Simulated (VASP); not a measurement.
A run of VASP 6.6.1 is set up as follows.

Contents of INCAR:

```
SYSTEM = BN
ALGO     = Normal         ! electronic algorithm
EDIFF    = 1E-7           ! SCF threshold, eV
ENCUT    = 520            ! plane-wave cutoff, eV
GGA      = PE             ! functional
ISIF     = 2              ! what is computed and relaxed
ISMEAR   = 0              ! smearing method
LASPH    = .TRUE.         ! aspherical terms in the spheres
LCHARG   = .FALSE.        ! write CHGCAR
LREAL    = .FALSE.        ! projectors in reciprocal space
LWAVE    = .FALSE.        ! write WAVECAR
NBANDS   = 16             ! bands
NELM     = 80             ! most SCF steps
PREC     = Accurate       ! precision mode
SIGMA    = 0.01           ! smearing width, eV
```

File KPOINTS:

```
k-points
0
G
  6 6 4
  0 0 0
```

POSCAR

```
BN
1.0
    2.5439493036      0.0000000000      0.0000000000
   -1.2719746518      2.2031247228      0.0000000000
    0.0000000000      0.0000000000      4.2078167811
B N
2 2
Direct
    0.6666666667      0.3333333333      0.0002035744
    0.3333333333      0.6666666667      0.5002035744
    0.6666666667      0.3333333333      0.3747964256
    0.3333333333      0.6666666667      0.8747964256
```

Potentials or basis: VASP PAW PBE potentials, release 64 (B, N).

The run is started by

```bash
$ cat potpaw_PBE.64/B/POTCAR potpaw_PBE.64/N/POTCAR > POTCAR
$ mpirun -np 1 vasp_std > vasp.out
```

Question: Estimate the largest force.

Answer: 0.004 eV/Å.

Question: What does it give for the pressure?

Answer: 5.0 GPa.

Question: Estimate the band gap on the k mesh.

Answer: 5.19 eV, indirect (least direct gap 8.32 eV).

Forces on the atoms (eV/Å):
```
B    0.000  0.000  0.004
B    0.000  0.000  0.004
N    0.000  0.000 -0.004
N    0.000  0.000 -0.004
```

Caveat: the k points lie up to 0.48 Å⁻¹ apart. A k mesh can miss the band edges.
